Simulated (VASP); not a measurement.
The system is KCl.

```
K Cl
1.0
     0.00000    3.16057    3.16057
     3.16057    0.00000    3.16057
     3.16057    3.16057    0.00000
K Cl
1 1
Direct
  0.00000 0.00000 0.00000
  0.50000 0.50000 0.50000
```

This cell differs from its parent crystal: strain +0.5%.

Base run:

| Item | Value |
| --- | --- |
| Program | VASP 6.6.1 |
| Functional | r2SCAN |
| Potentials or basis | VASP PAW PBE potentials, release 64 (K_sv, Cl) |
| Cutoff | 520 eV |
| k mesh | 8 × 8 × 8 |
| Occupations | gaussian, width 0.01 eV |
| Spin | no spin polarisation |

Its results: band gap on the k mesh 5.78 eV, direct; pressure -0.3 GPa.

**Question.** The run is repeated on the same cell with these changes: functional from r2SCAN to PBE; occupations from gaussian, width 0.01 eV to fermi-dirac, width 0.02 eV. What comes out?

**Answer.** Band gap on the k mesh 5.14 eV, direct; pressure 0.5 GPa.

Caveats: the PAW data sets were made with another functional, which shifts forces and pressure a little (some runs).

A k mesh can miss the band edges.
